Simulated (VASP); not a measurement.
Rh:

```
CELL_PARAMETERS angstrom
2.69174 0.00000 0.00000
-1.34587 2.33112 0.00000
0.00000 0.00000 8.79807
ATOMIC_POSITIONS crystal
Rh 0.00000 0.00000 0.00000
Rh 0.33333 0.66667 0.25000
Rh 0.00000 0.00000 0.50000
Rh 0.66667 0.33333 0.75000
```

| Property | Result |
| --- | --- |
| Program | VASP 6.6.1 |
| Task | relaxation of cell and atoms |
| Functional | LDA |
| Potentials or basis | VASP PAW LDA potentials, release 64 (Rh_pv) |
| Cutoff | 600 eV |
| k mesh | 9 × 9 × 3 |
| Occupations | methfessel-paxton, width 0.1 eV |
| Spin | no spin polarisation |

At the start: pressure -11.2 GPa; volume 13.80 Å³/atom.

Problem. How do energy, volume and symmetry change on relaxing?

Solution. Over 7 steps the energy falls by 19.4 meV/atom and the volume is 13.27 Å³/atom (-3.9 %); space group P6_3/mmc (No. 194, to 0.05 Å).

The path:
```
step  energy change (eV)  largest force (eV/Å)  pressure (GPa)  volume (Å³)
   1              0.0000                0.0000          -11.22        55.21
   2              0.5583                0.0000           43.00        47.84
   3             -0.0772                0.0000           -0.48        53.17
   4             -0.0774                0.0000           -0.06        53.10
   5             -0.0773                0.0000            0.19        53.06
   6             -0.0774                0.0000            0.16        53.06
   7             -0.0775                0.0000            0.17        53.06
```

Final structure:
```xyz
4
Lattice="2.6595 0.0000 0.0000 -1.3298 2.3032 0.0000 0.0000 0.0000 8.6626" Properties=species:S:1:pos:R:3 pbc="T T T"
Rh    0.0000    0.0000    0.0000
Rh    0.0000    1.5355    2.1657
Rh    0.0000    0.0000    4.3313
Rh    1.3298    0.7677    6.4970
```
